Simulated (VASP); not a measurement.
# TiNbAs6 (Fm-3m) in VASP: a series of runs

The runs below take TiNbAs6 through single point, relaxation of cell and atoms, with PBE.

Program: VASP 6.6.1. These are calculated values, not measurements. Logs are shortened: lines on timing, memory, paths and dates and some standing lists are left out, and cuts for length are marked.

### Step 1. The cell of the first run

The structure is cubic, space group Fm-3m (No. 225). The conventional cell has a = 9.914 Å, b = 9.914 Å, c = 9.914 Å, α = 90.00°, β = 90.00°, γ = 90.00°. Ti (site symmetry m-3m) has 6 As at 2.45 Å within 3.2 Å. Within 3.3 Å of Nb (site symmetry m-3m) lie 6 As at 2.51 Å. Within 3.2 Å of As (site symmetry 4mm) lie 1 Ti at 2.45 Å and 1 Nb at 2.51 Å.

### Step 2. Single point, PBE

INCAR reads:

```
SYSTEM = TiNbAs6
PREC     = Accurate       ! precision mode
ENCUT    = 520            ! plane-wave cutoff, eV
EDIFF    = 1E-6           ! SCF threshold, eV
ISMEAR   = 0              ! smearing method
SIGMA    = 0.1            ! smearing width, eV
LREAL    = .False.        ! projectors in reciprocal space
LASPH    = .True.         ! aspherical terms in the spheres
NELM     = 80             ! most SCF steps
ALGO     = Normal         ! electronic algorithm
ISIF     = 2              ! what is computed and relaxed
LWAVE    = .False.        ! write WAVECAR
LCHARG   = .False.        ! write CHGCAR
GGA      = PE             ! functional
NBANDS   = 38             ! bands
```

KPOINTS reads:

```
regular mesh
0
Gamma
  4 4 4
  0 0 0
```

POSCAR reads:

```
TiNbAs6
1.0
    0.0000000000      4.9568452529      4.9568452529
    4.9568452529      0.0000000000      4.9568452529
    4.9568452529      4.9568452529      0.0000000000
Ti Nb As
1 1 6
Direct
    0.5000000000      0.5000000000      0.5000000000
    0.0000000000      0.0000000000      0.0000000000
    0.7466364918      0.2533635082      0.2533635082
    0.2533635082      0.7466364918      0.7466364918
    0.2533635082      0.7466364918      0.2533635082
    0.7466364918      0.2533635082      0.7466364918
    0.2533635082      0.2533635082      0.7466364918
    0.7466364918      0.7466364918      0.2533635082
```

Potentials or basis: VASP PAW PBE potentials, release 64 (Ti_sv, Nb_sv, As).

The run is started by

```bash
cat potpaw_PBE.64/Ti_sv/POTCAR potpaw_PBE.64/Nb_sv/POTCAR potpaw_PBE.64/As/POTCAR > POTCAR
mpirun -np 1 vasp_std > vasp.out
```

OUTCAR:

```text
SYSTEM = TiNbAs6
   PREC = Accurate
   ENCUT = 520
   EDIFF = 1E-6
   ISMEAR = 0
   LREAL = .False.
   LASPH = .True.
   NELM = 80
   ISIF = 2
   GGA = PE

 ion  position               nearest neighbor table
   1  0.500  0.500  0.500-   3 2.45   4 2.45   5 2.45   6 2.45   7 2.45   8 2.45
   2  0.000  0.000  0.000-   3 2.51   4 2.51   5 2.51   6 2.51   7 2.51   8 2.51
   3  0.747  0.253  0.253-   1 2.45   2 2.51
   4  0.253  0.747  0.747-   1 2.45   2 2.51
   5  0.253  0.747  0.253-   1 2.45   2 2.51
   6  0.747  0.253  0.747-   1 2.45   2 2.51
   7  0.253  0.253  0.747-   1 2.45   2 2.51
   8  0.747  0.747  0.253-   1 2.45   2 2.51

  LATTYP: Found a face centered cubic cell.
 ALAT       =     9.9136905058

  Lattice vectors:

 A1 = (   0.0000000000,   4.9568452529,   4.9568452529)
 A2 = (   4.9568452529,   0.0000000000,   4.9568452529)
 A3 = (   4.9568452529,   4.9568452529,   0.0000000000)

Analysis of symmetry for initial positions (statically):
=====================================================================
 Subroutine PRICEL returns:
 Original cell was already a primitive cell.

 Routine SETGRP: Setting up the symmetry group for a
 face centered cubic supercell.

 Subroutine GETGRP returns: Found 48 space group operations
 (whereof 48 operations were pure point group operations)
 out of a pool of 48 trial point group operations.

The static configuration has the point symmetry O_h .

Analysis of symmetry for dynamics (positions and initial velocities):
=====================================================================
 Subroutine PRICEL returns:
 Original cell was already a primitive cell.

 Routine SETGRP: Setting up the symmetry group for a
 face centered cubic supercell.

 Subroutine GETGRP returns: Found 48 space group operations
 (whereof 48 operations were pure point group operations)
 out of a pool of 48 trial point group operations.

The dynamic configuration has the point symmetry O_h .

 Subroutine INISYM returns: Found 48 space group operations
 (whereof 48 operations are pure point group operations),
 and found     1 'primitive' translations

----------------------------------------------------------------------------------------

                                     Primitive cell

  volume of cell :     243.5825

  direct lattice vectors                    reciprocal lattice vectors
     0.000000000  4.956845253  4.956845253    -0.100870609  0.100870609  0.100870609
     4.956845253  0.000000000  4.956845253     0.100870609 -0.100870609  0.100870609
     4.956845253  4.956845253  0.000000000     0.100870609  0.100870609 -0.100870609

  length of vectors
     7.010037783  7.010037783  7.010037783     0.174713020  0.174713020  0.174713020

  position of ions in fractional coordinates (direct lattice)
     0.500000000  0.500000000  0.500000000
     0.000000000  0.000000000  0.000000000
     0.746636492  0.253363508  0.253363508
     0.253363508  0.746636492  0.746636492
     0.253363508  0.746636492  0.253363508
     0.746636492  0.253363508  0.746636492
     0.253363508  0.253363508  0.746636492
     0.746636492  0.746636492  0.253363508

  ion indices of the primitive-cell ions
   primitive index   ion index
                 1           1
                 2           2
                 3           3
                 4           4
                 5           5
                 6           6
                 7           7
                 8           8

----------------------------------------------------------------------------------------

 KPOINTS: regular mesh

Automatic generation of k-mesh.
 Grid dimensions read from file:
 generate k-points for:    4    4    4

 Generating k-lattice:

  Cartesian coordinates                     Fractional coordinates (reciprocal lattice)
    -0.025217652  0.025217652  0.025217652     0.250000000  0.000000000  0.000000000
     0.025217652 -0.025217652  0.025217652     0.000000000  0.250000000  0.000000000
     0.025217652  0.025217652 -0.025217652     0.000000000  0.000000000  0.250000000

  Length of vectors
[... 54 lines left out ...]
      6     -28.6927      2.00000
[... 30 lines left out ...]
     37       4.8187      0.00000
     38       4.8187      0.00000

 k-point     3 :       0.5000    0.0000    0.0000
  band No.  band energies     occupation
      1     -54.2369      2.00000
      2     -52.5424      2.00000
      3     -30.5611      2.00000
      4     -30.5611      2.00000
      5     -30.5611      2.00000
      6     -28.6928      2.00000
[... 30 lines left out ...]
     37       4.4146      0.00000
     38       4.4146      0.00000

 k-point     4 :       0.2500    0.2500    0.0000
  band No.  band energies     occupation
      1     -54.2369      2.00000
      2     -52.5423      2.00000
      3     -30.5610      2.00000
      4     -30.5610      2.00000
      5     -30.5610      2.00000
      6     -28.6927      2.00000
[... 30 lines left out ...]
     37       4.9246      0.00000
     38       5.0511      0.00000

 k-point     5 :       0.5000    0.2500    0.0000
  band No.  band energies     occupation
      1     -54.2369      2.00000
      2     -52.5424      2.00000
      3     -30.5611      2.00000
      4     -30.5611      2.00000
      5     -30.5611      2.00000
      6     -28.6928      2.00000
[... 30 lines left out ...]
     37       4.9269      0.00000
     38       4.9792      0.00000

 k-point     6 :      -0.2500    0.2500    0.0000
  band No.  band energies     occupation
      1     -54.2369      2.00000
      2     -52.5424      2.00000
      3     -30.5611      2.00000
      4     -30.5611      2.00000
      5     -30.5611      2.00000
      6     -28.6927      2.00000
[... 30 lines left out ...]
     37       4.9955      0.00000
     38       5.0487      0.00000

 k-point     7 :       0.5000    0.5000    0.0000
  band No.  band energies     occupation
      1     -54.2369      2.00000
      2     -52.5424      2.00000
      3     -30.5611      2.00000
      4     -30.5611      2.00000
      5     -30.5611      2.00000
      6     -28.6928      2.00000
[... 30 lines left out ...]
     37       5.1098      0.00000
     38       5.3337      0.00000

 k-point     8 :      -0.2500    0.5000    0.2500
  band No.  band energies     occupation
      1     -54.2369      2.00000
      2     -52.5424      2.00000
      3     -30.5611      2.00000
      4     -30.5611      2.00000
      5     -30.5611      2.00000
      6     -28.6928      2.00000
[... 30 lines left out ...]
     37       5.1072      0.00000
     38       5.2198      0.00000

------------------------ aborting loop because EDIFF is reached ----------------------------------------

  FORCE on cell =-STRESS in cart. coord.  units (eV):
  Direction    XX          YY          ZZ          XY          YZ          ZX
  --------------------------------------------------------------------------------------
  -------------------------------------------------------------------------------------
  Total       -0.2067920     -0.2067920     -0.2067920     -0.0000000     -0.0000000     -0.0000000
  in kB       -1.3601859     -1.3601859     -1.3601859     -0.0000000     -0.0000000     -0.0000000
  external PRESSURE =      -1.3601859 kB  Pullay stress =       0.0000000 kB

 VOLUME and BASIS-vectors are now :
 -----------------------------------------------------------------------------
  energy-cutoff  :      520.00
  volume of cell :      243.58
      direct lattice vectors                 reciprocal lattice vectors
     0.000000000  4.956845253  4.956845253    -0.100870609  0.100870609  0.100870609
     4.956845253  0.000000000  4.956845253     0.100870609 -0.100870609  0.100870609
     4.956845253  4.956845253  0.000000000     0.100870609  0.100870609 -0.100870609

 POSITION                                       TOTAL-FORCE (eV/Angst)
 -----------------------------------------------------------------------------------
      4.95685      4.95685      4.95685        -0.000000     -0.000000      0.000000
      0.00000      0.00000      0.00000        -0.000000     -0.000000      0.000000
      2.51177      4.95685      4.95685         0.025556     -0.000000      0.000000
      7.40192      4.95685      4.95685        -0.025556     -0.000000      0.000000
      4.95685      2.51177      4.95685        -0.000000      0.025556      0.000000
      4.95685      7.40192      4.95685        -0.000000     -0.025556      0.000000
      4.95685      4.95685      2.51177        -0.000000     -0.000000      0.025556
      4.95685      4.95685      7.40192        -0.000000     -0.000000     -0.025556
 -----------------------------------------------------------------------------------
    total drift:                                0.000000      0.000000      0.000000

  FREE ENERGIE OF THE ION-ELECTRON SYSTEM (eV)
  ---------------------------------------------------
  free  energy   TOTEN  =       -44.2138626443 eV

  energy  without entropy=      -44.1637224111  energy(sigma->0) =      -44.18879253
```

Run time: 4 min. Hardware: 1 thread of Intel Xeon 8259CL, shared host; peak memory 0.45 GiB.

Results:

```yaml
Free_energy: -44.2139 eV
Pressure: -0.1 GPa
Largest_force: 0.026 eV/Å
Band_gap_on_the_k_mesh: zero (an odd number of electrons rules out a gap without spin polarisation)
```

Forces in eV/Å, atoms in the order of the input:
```
Ti   0.000  0.000  0.000
Nb   0.000  0.000  0.000
As   0.026  0.000  0.000
As  -0.026  0.000  0.000
As   0.000  0.026  0.000
As   0.000 -0.026  0.000
As   0.000  0.000  0.026
As   0.000  0.000 -0.026
```

### Step 3. Single point, PBE

This run uses another cell than the first one, of 30.16 Å³/atom.

INCAR reads:

```
ALGO = Normal
EDIFF = 1E-7
ENCUT = 520
GGA = PE
ISIF = 2
ISMEAR = 0
LASPH = T
LCHARG = F
LREAL = F
LWAVE = F
NBANDS = 38
NELM = 80
PREC = Accurate
SIGMA = 0.1
```

KPOINTS reads:

```
k-points
0
Gamma
  8 8 8
```

POSCAR reads:

```
TiNbAs6
1.0
    0.0000000000      4.9414475662      4.9414475662
    4.9414475662      0.0000000000      4.9414475662
    4.9414475662      4.9414475662      0.0000000000
Ti Nb As
1 1 6
Direct
    0.5000000000      0.5000000000      0.5000000000
    0.0000000000      0.0000000000      0.0000000000
    0.7462719577      0.2537280423      0.2537280423
    0.2537280423      0.7462719577      0.7462719577
    0.2537280423      0.7462719577      0.2537280423
    0.7462719577      0.2537280423      0.7462719577
    0.2537280423      0.2537280423      0.7462719577
    0.7462719577      0.7462719577      0.2537280423
```

Potentials or basis: VASP PAW PBE potentials, release 64 (Ti_sv, Nb_sv, As).

The run is started by

```bash
cat potpaw_PBE.64/Ti_sv/POTCAR potpaw_PBE.64/Nb_sv/POTCAR potpaw_PBE.64/As/POTCAR > POTCAR
mpirun -np 1 vasp_std > vasp.out
```

Wall time 16 min (1 thread of Intel Xeon 8259CL, shared host); peak memory 0.57 GiB.

The run converged. Its results:

| Quantity | Value |
| --- | --- |
| Free energy | -44.2765 eV |
| Pressure | 0.0 GPa |
| Largest force | 0.007 eV/Å |
| Band gap on the k mesh | zero (an odd number of electrons rules out a gap without spin polarisation) |

Forces on the atoms (eV/Å):
```
Ti   0.000  0.000  0.000
Nb   0.000  0.000  0.000
As  -0.007  0.000  0.000
As   0.007  0.000  0.000
As   0.000 -0.007  0.000
As   0.000  0.007  0.000
As   0.000  0.000 -0.007
As   0.000  0.000  0.007
```

Levels at points of the mesh, in eV from the Fermi level:
```
           k point  band 24  band 25  band 26  band 27  band 28  band 29  band 30  band 31
(0.00, 0.00, 0.00)     0.17     0.17     0.17     0.27     0.27     0.27     1.49     1.49
(0.50, 0.00, 0.00)    -2.09    -1.90    -1.90     0.71     0.71     0.78     0.78     1.02
(0.50, 0.50, 0.00)    -1.81    -1.42    -1.18    -0.79    -0.79    -0.41     0.21     1.11
```

### Step 4. Relaxation of cell and atoms, PBE

This run uses another cell than the first one, of 32.04 Å³/atom.

INCAR reads:

```
SYSTEM = TiNbAs6
  ALGO = Normal
  EDIFF = 1E-6
  EDIFFG = -0.04
  ENCUT = 600
  GGA = PE
  IBRION = 2
  ISIF = 3
  ISMEAR = 0
  LASPH = .TRUE.
  LCHARG = .FALSE.
  LREAL = .FALSE.
  LWAVE = .FALSE.
  NELM = 100
  NSW = 90
  PREC = Accurate
  SIGMA = 0.1
```

KPOINTS reads:

```
k-points
0
G
  4 4 4
  0 0 0
```

POSCAR reads:

```
TiNbAs6
1.0
    0.0000000000      5.0420302000      5.0420302000
    5.0420302000      0.0000000000      5.0420302000
    5.0420302000      5.0420302000      0.0000000000
Ti Nb As
1 1 6
Direct
    0.5000000000      0.5000000000      0.5000000000
    0.0000000000      0.0000000000      0.0000000000
    0.7500000000      0.2500000000      0.2500000000
    0.2500000000      0.7500000000      0.7500000000
    0.2500000000      0.7500000000      0.2500000000
    0.7500000000      0.2500000000      0.7500000000
    0.2500000000      0.2500000000      0.7500000000
    0.7500000000      0.7500000000      0.2500000000
```

The run is started by

```bash
cat potpaw_PBE.64/Ti_sv/POTCAR potpaw_PBE.64/Nb_sv/POTCAR potpaw_PBE.64/As/POTCAR > POTCAR
mpirun -np 1 vasp_std > vasp.out
```

Wall time 20 min (1 thread of Intel Xeon 8259CL, shared host); peak memory 0.59 GiB.

Results (log left out):

| Property | Result |
| --- | --- |
| Free energy | -44.2153 eV |
| Relaxed volume | 30.34 Å³/atom |
| Relaxed cell | a = 7.002 Å, b = 7.002 Å, c = 7.002 Å, α = 60.00°, β = 60.00°, γ = 60.00° |
| Space group after relaxing (to 0.1 Å) | Fm-3m (No. 225) |
| Energy gained by relaxing | 20.9 meV/atom |
| Ionic steps | 4 |
| Pressure after relaxing | 0.1 GPa |
| Band gap on the k mesh | zero (an odd number of electrons rules out a gap without spin polarisation) |

The path:
```csv
step,energy change (eV),largest force (eV/Å),pressure (GPa),volume (Å³)
1,0.0000,0.4937,-2.53,256.36
2,-0.1382,0.2714,1.35,238.07
3,-0.1497,0.3328,0.42,241.81
4,-0.1674,0.0255,0.06,242.70
```

Final structure:
```yaml
crystal:
  lattice:
    - [0.00000, 4.95086, 4.95086]
    - [4.95086, 0.00000, 4.95086]
    - [4.95086, 4.95086, 0.00000]
  atoms:
    - { symbol: Ti, position: [0.50000, 0.50000, 0.50000] }
    - { symbol: Nb, position: [0.00000, 0.00000, 0.00000] }
    - { symbol: As, position: [0.74634, 0.25366, 0.25366] }
    - { symbol: As, position: [0.25366, 0.74634, 0.74634] }
    - { symbol: As, position: [0.25366, 0.74634, 0.25366] }
    - { symbol: As, position: [0.74634, 0.25366, 0.74634] }
    - { symbol: As, position: [0.25366, 0.25366, 0.74634] }
    - { symbol: As, position: [0.74634, 0.74634, 0.25366] }
```

Levels at points of the mesh, in eV from the Fermi level:
| k point | band 23 | band 24 | band 25 | band 26 | band 27 | band 28 | band 29 | band 30 | band 31 | band 32 |
| --- | --- | --- | --- | --- | --- | --- | --- | --- | --- | --- |
| (0.00, 0.00, 0.00) | -2.80 | 0.20 | 0.20 | 0.20 | 0.33 | 0.33 | 0.33 | 1.54 | 1.54 | 1.54 |
| (0.50, 0.00, 0.00) | -2.17 | -2.02 | -1.84 | -1.84 | 0.76 | 0.76 | 0.83 | 0.83 | 1.08 | 1.15 |
| (0.50, 0.50, 0.00) | -1.74 | -1.74 | -1.36 | -1.12 | -0.72 | -0.72 | -0.34 | 0.24 | 1.16 | 1.16 |

### Step 5. Relaxation of cell and atoms, PBE

INCAR reads:

```
ALGO = Normal
EDIFF = 1E-6
EDIFFG = -0.01
ENCUT = 600
GGA = PE
IBRION = 2
ISIF = 3
ISMEAR = 0
LASPH = T
LCHARG = F
LREAL = F
LWAVE = F
NELM = 60
NSW = 100
PREC = Accurate
SIGMA = 0.1
```

KPOINTS reads:

```
k-points
0
Gamma
  8 8 8
```

POSCAR reads:

```
TiNbAs6
1.0
    0.0000000000      4.9568452529      4.9568452529
    4.9568452529      0.0000000000      4.9568452529
    4.9568452529      4.9568452529      0.0000000000
Ti Nb As
1 1 6
Direct
    0.5000000000      0.5000000000      0.5000000000
    0.0000000000      0.0000000000      0.0000000000
    0.7466364918      0.2533635082      0.2533635082
    0.2533635082      0.7466364918      0.7466364918
    0.2533635082      0.7466364918      0.2533635082
    0.7466364918      0.2533635082      0.7466364918
    0.2533635082      0.2533635082      0.7466364918
    0.7466364918      0.7466364918      0.2533635082
```

The run is started by

```bash
cat potpaw_PBE.64/Ti_sv/POTCAR potpaw_PBE.64/Nb_sv/POTCAR potpaw_PBE.64/As/POTCAR > POTCAR
mpirun -np 1 vasp_std > vasp.out
```

Run time: 43 min. Hardware: 1 thread of Intel Xeon 8259CL, shared host; peak memory 0.66 GiB.

It converged, with:

```yaml
Free_energy: -44.2768 eV
Relaxed_volume: 30.15 Å³/atom
Relaxed_cell: a = 6.987 Å, b = 6.987 Å, c = 6.987 Å, α = 60.00°, β = 60.00°, γ = 60.00°
Space_group_after_relaxing_to_0.1_Å: Fm-3m (No. 225)
Energy_gained_by_relaxing: 0.6 meV/atom
Ionic_steps: 5
Pressure_after_relaxing: 0.0 GPa
Band_gap_on_the_k_mesh: zero (an odd number of electrons rules out a gap without spin polarisation)
```

Forces in eV/Å, atoms in the order of the input:
```
Ti   0.000  0.000  0.000
Nb   0.000  0.000  0.000
As   0.003  0.000  0.000
As  -0.003  0.000  0.000
As   0.000  0.003  0.000
As   0.000 -0.003  0.000
As   0.000  0.000  0.003
As   0.000  0.000 -0.003
```

The path:
```csv
step,energy change (eV),largest force (eV/Å),pressure (GPa),volume (Å³)
1,0.0000,0.0470,-0.55,243.58
2,-0.0034,0.0285,0.32,239.89
3,-0.0045,0.0348,0.03,241.12
4,-0.0045,0.0353,0.01,241.17
5,-0.0047,0.0028,-0.01,241.20
```

Final structure:
```
CELL_PARAMETERS angstrom
0.00000 4.94065 4.94065
4.94065 0.00000 4.94065
4.94065 4.94065 0.00000
ATOMIC_POSITIONS crystal
Ti 0.50000 0.50000 0.50000
Nb 0.00000 0.00000 0.00000
As 0.74632 0.25368 0.25368
As 0.25368 0.74632 0.74632
As 0.25368 0.74632 0.25368
As 0.74632 0.25368 0.74632
As 0.25368 0.25368 0.74632
As 0.74632 0.74632 0.25368
```

Levels at points of the mesh, in eV from the Fermi level:
```tsv
k point	band 25	band 26	band 27	band 28	band 29	band 30
(0.00, 0.00, 0.00)	0.17	0.17	0.27	0.27	0.27	1.49
(0.50, 0.00, 0.00)	-1.90	-1.90	0.71	0.71	0.78	0.78
(0.50, 0.50, 0.00)	-1.42	-1.18	-0.79	-0.79	-0.41	0.21
```

### Step 6. The runs side by side

```tsv
task	cell	k mesh	cutoff (eV)	gap on the mesh (eV)	pressure (GPa)	relaxed volume (Å³/atom)	largest force (eV/Å)
single point	a = 7.010 Å, angles 60.0°, 8 atoms, atomic positions A	4 × 4 × 4	520	none	-0.1	-	0.03
single point	a = 6.988 Å, angles 60.0°, 8 atoms, atomic positions A	8 × 8 × 8	520	none	0.0	-	0.01
relaxation of cell and atoms	relaxed from a = 7.131 Å, angles 60.0°, 8 atoms, atomic positions B	4 × 4 × 4	600	none	0.1	30.34	-
relaxation of cell and atoms	relaxed from a = 7.010 Å, angles 60.0°, 8 atoms, atomic positions A	8 × 8 × 8	600	none	0.0	30.15	-
```

Alike in all rows: level PBE; potentials or basis VASP PAW PBE potentials, release 64 (Ti_sv, Nb_sv, As); no spin polarisation; smearing gaussian 0.1 eV.

Total energies depend on the potentials used, so only differences within one code and one set of settings carry meaning.
